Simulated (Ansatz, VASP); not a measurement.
## One calculation of CO2, two programs

```
C O
1.0
     5.51344    0.00000    0.00000
     0.00000    5.51344    0.00000
     0.00000    0.00000    5.51344
C O
4 8
Direct
  0.00000 0.00000 0.00000
  0.50000 0.00000 0.50000
  0.50000 0.50000 0.00000
  0.00000 0.50000 0.50000
  0.12144 0.12144 0.12144
  0.37856 0.87856 0.62144
  0.62144 0.37856 0.87856
  0.87856 0.62144 0.37856
  0.87856 0.87856 0.87856
  0.62144 0.12144 0.37856
  0.37856 0.62144 0.12144
  0.12144 0.37856 0.62144
```

Alike in both runs: functional r2SCAN; k mesh 4 × 4 × 4; occupations gaussian, width 0.1 eV; no spin polarisation.

Ansatz relaxed the structure, and its values are those at the end. VASP's run is a single point on that final structure, the one shown.

|  | VASP | Ansatz |
| --- | --- | --- |
| version | VASP 6.6.1 | Ansatz 0.2.0 |
| potentials or method | VASP PAW PBE potentials, release 64 (C, O), cutoff 520 eV | scalar-relativistic, plane waves, PAW |
| valence electrons in the cell | 64 | 64 |

VASP gave:

| Quantity | Value |
| --- | --- |
| gap on the k mesh at the Fermi level (eV) | 7.53 |
| least direct gap on the mesh (eV) | 7.53 |
| pressure (GPa) | 2.4 |
| rms of the force components (eV/Å) | 0.383 |

Question: What did Ansatz give for the same quantities?

Answer: gap on the k mesh at the Fermi level (eV): 7.56; least direct gap on the mesh (eV): 7.56; pressure (GPa): 0.4; rms of the force components (eV/Å): 0.011.

VASP's potentials were made for PBE, not for r2SCAN. One of these differences is far larger than is usual between the two programs; its cause wasn't traced.

Noted on VASP's run: the standard files for N, O and F lose accuracy on very short bonds.
